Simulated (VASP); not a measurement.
A run of VASP 6.6.1 is set up as follows.

The input INCAR:

```
PREC = Accurate
ENCUT = 520
EDIFF = 1E-7
ISMEAR = 0
SIGMA = 0.1
LREAL = False
LASPH = True
NELM = 100
ALGO = Fast
ISIF = 2
LWAVE = False
LCHARG = True
GGA = PE
LELF = True
LVHAR = True
NBANDS = 24
```

File KPOINTS:

```
regular mesh
0
Gamma
  6 6 6
```

Contents of POSCAR:

```
ScRe3
1.0
   -1.9139492720      1.9139492720      4.2753152569
    1.9139492720     -1.9139492720      4.2753152569
    1.9139492720      1.9139492720     -4.2753152569
Sc Re
1 3
Direct
    0.0000000000      0.0000000000      0.0000000000
    0.5000000000      0.5000000000      0.0000000000
    0.2500000000      0.7500000000      0.5000000000
    0.7500000000      0.2500000000      0.5000000000
```

Potentials or basis: VASP PAW PBE potentials, release 64 (Sc_sv, Re).

The run is started by

```console
$ cat potpaw_PBE.64/Sc_sv/POTCAR potpaw_PBE.64/Re/POTCAR > POTCAR
$ mpirun -np 1 vasp_std > vasp.out
```

(1) Predict the band gap on the k mesh.

(2) Estimate the pressure.

Results:

(1) zero (bands 16 and 17 overlap by 1.37 eV).

(2) 5.8 GPa.

Caveat: the cell stands under pressure; spin-orbit coupling is left out, which moves the levels of the heavy elements.
